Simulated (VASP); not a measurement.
SrPd3Se4: single point with PBEsol

The system is SrPd3Se4.

```xyz
8
Lattice="3.7689 -5.3957 0.0000 3.7689 5.3957 0.0000 0.0000 0.0000 3.9394" Properties=species:S:1:pos:R:3 pbc="T T T"
Sr    3.7689    0.0000    0.0000
Pd    1.8844    2.6978    1.9697
Pd    1.8844   -2.6978    1.9697
Pd    0.0000    0.0000    0.0000
Se    3.7689    2.9301    0.0000
Se    5.9395    0.0000    1.9697
Se    1.5982    0.0000    1.9697
Se    3.7689   -2.9301    0.0000
```

```json
{
  "Program": "VASP 6.6.1",
  "Task": "single point",
  "Functional": "PBEsol",
  "Potentials or basis": "VASP PAW PBE potentials, release 64 (Sr_sv, Pd, Se)",
  "Cutoff": "520 eV",
  "k mesh": "4 × 4 × 6",
  "Occupations": "fermi-dirac, width 0.03 eV",
  "Spin": "no spin polarisation",
  "Dipole correction": "no",
  "Further INCAR settings": "ALGO = Normal; EDIFF = 1e-07; NBANDS = 42"
}
```

- Pressure: 0.2 GPa
- Largest force: 0.019 eV/Å
- Band gap on the k mesh: zero (bands 32 and 33 overlap by 0.97 eV)

Forces in eV/Å, atoms in the order of the input:
```
Sr   0.000  0.000  0.000
Pd   0.000  0.000  0.000
Pd   0.000  0.000  0.000
Pd   0.000  0.000  0.000
Se   0.000  0.009  0.000
Se   0.019  0.000  0.000
Se  -0.019  0.000  0.000
Se   0.000 -0.009  0.000
```

Levels at points of the mesh, in eV from the Fermi level:
| k point | band 29 | band 30 | band 31 | band 32 | band 33 | band 34 | band 35 | band 36 |
| --- | --- | --- | --- | --- | --- | --- | --- | --- |
| (0.00, 0.00, 0.00) | -1.38 | -1.28 | -0.95 | 0.15 | 0.17 | 1.68 | 1.73 | 1.76 |
| (0.50, 0.00, 0.00) | -1.65 | -0.13 | -0.01 | 0.00 | 0.08 | 0.87 | 0.90 | 2.31 |
| (0.50, 0.50, 0.00) | -1.35 | -1.26 | -0.83 | -0.71 | -0.66 | -0.23 | 1.54 | 2.51 |
| (0.00, 0.00, 0.50) | -1.75 | -1.32 | -1.06 | -0.96 | -0.34 | -0.19 | 1.48 | 3.59 |
| (0.50, 0.00, 0.50) | -1.70 | -0.49 | -0.38 | -0.29 | -0.04 | 0.41 | 0.83 | 3.01 |
| (0.50, 0.50, 0.50) | -1.90 | -1.77 | -1.48 | 0.20 | 0.25 | 1.60 | 1.61 | 1.76 |

It took 4.9 min on 1 thread of AMD EPYC 7R43 64-Core Processor (Zen 3) (shared host), peak memory 0.32 GiB.

Caveat: the PAW data sets were made with another functional, which shifts forces and pressure a little.
